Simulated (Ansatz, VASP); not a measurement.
## Two plane-wave programs on LiH

Contents of POSCAR:

```
LiH
1.0
    0.0000000000      2.0367500000      2.0367500000
    2.0367500000      0.0000000000      2.0367500000
    2.0367500000      2.0367500000      0.0000000000
Li H
1 1
Direct
    0.0000000000      0.0000000000      0.0000000000
    0.5000000000      0.5000000000      0.5000000000
```

The input INCAR.step1:

```
ALGO = Normal
EDIFF = 1E-5
ENCUT = 520
GGA = PE
ISIF = 2
ISMEAR = -1
LASPH = T
LCHARG = F
LREAL = F
LWAVE = T
NBANDS = 9
NELM = 100
PREC = Accurate
SIGMA = 0.05
```

File INCAR.step2:

```
AEXX = 0.5
ALGO = Normal
EDIFF = 1E-7
ENCUT = 520
GGA = PE
ISIF = 2
ISMEAR = -1
ISTART = 1
LASPH = T
LCHARG = F
LHFCALC = T
LREAL = F
LWAVE = F
NBANDS = 9
NELM = 100
PREC = Accurate
PRECFOCK = Normal
SIGMA = 0.05
```

KPOINTS

```
k-points
0
Gamma
  6 6 6
```

File input.yaml:

```yaml
crystal:
  lattice:
    - [0.0, 2.03675, 2.03675]
    - [2.03675, 0.0, 2.03675]
    - [2.03675, 2.03675, 0.0]
  atoms:
    - { symbol: Li, position: [0.0, 0.0, 0.0] }
    - { symbol: H, position: [0.5, 0.5, 0.5] }
hamiltonian:
  xc: { exchange: pbe, correlation: pbe, exx: { coeff: 0.5 } }
  pseudopotentials: { kind: paw }
kpoints:
  mp_grid: { grid: [6, 6, 6] }
scf:
  occupations: { method: fermi_dirac, width: 0.05 }
output:
  forces: true
  stress: true
  eigenvalues: true
```

Alike in both runs: task single point; functional PBE-based global hybrid; k mesh 6 × 6 × 6; occupations fermi-dirac, width 0.05 eV; no spin polarisation.

|  | VASP | Ansatz |
| --- | --- | --- |
| version | VASP 6.6.1 | Ansatz 0.2.0 |
| potentials or method | VASP PAW PBE potentials, release 64 (Li_sv, H) | Ansatz PAW |
| plane-wave cutoff (eV) | 520 | 420 |
| valence electrons in the cell | 4 | 4 |

VASP gave:

| Property | Result |
| --- | --- |
| gap on the k mesh at the Fermi level (eV) | 6.51 |
| least direct gap on the mesh (eV) | 6.51 |

Task: What did Ansatz give for the same quantities?

Result: gap on the k mesh at the Fermi level (eV): 6.45; least direct gap on the mesh (eV): 6.45.

VASP's potentials were made for PBE, not for PBE-based global hybrid. With one functional, cell and mesh, what is left measures potentials, basis and numerics.

The k mesh is coarse, so the values compare programs but aren't converged. Noted on VASP's run: the cutoff is short for stress, so the pressure is rough.
